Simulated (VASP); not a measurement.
A run of VASP 6.6.1 is set up as follows.

Contents of INCAR:

```
ALGO = Fast
EDIFF = 1E-7
ENCUT = 520
GGA = PS
ISIF = 2
ISMEAR = 0
LASPH = T
LCHARG = F
LREAL = F
LWAVE = F
NBANDS = 19
NELM = 100
PREC = Accurate
SIGMA = 0.15
```

Contents of KPOINTS:

```
k-points
0
Gamma
  24 24 10
```

The input POSCAR:

```
Zn
1.0
    2.5448821408      0.0000000000      0.0000000000
   -1.2724410704      2.2039325836      0.0000000000
    0.0000000000      0.0000000000      4.9467000000
Zn
2
Direct
    0.3333333333      0.6666666667      0.2500000000
    0.6666666667      0.3333333333      0.7500000000
```

Potentials or basis: VASP PAW PBE potentials, release 64 (Zn).

The run is started by

```bash
$ cat potpaw_PBE.64/Zn/POTCAR > POTCAR
$ mpirun -np 1 vasp_std > vasp.out
```

Problem. What does it give for the band gap on the k mesh?

Solution. Zero (bands 12 and 13 overlap by 5.12 eV).

Problem. What does it give for the pressure?

Solution. 4.3 GPa.

Stress tensor (GPa, compression positive):
```
6.07 0.00 0.00
0.00 6.07 0.00
0.00 0.00 0.87
```

Caveat: the cell differs from its parent crystal (strain -0.0450 x Voigt [1, 1, 0, 0, 0, 0]); the stress differs along the axes, from 1 to 6 GPa; the PAW data sets were made with another functional, which shifts forces and pressure a little.
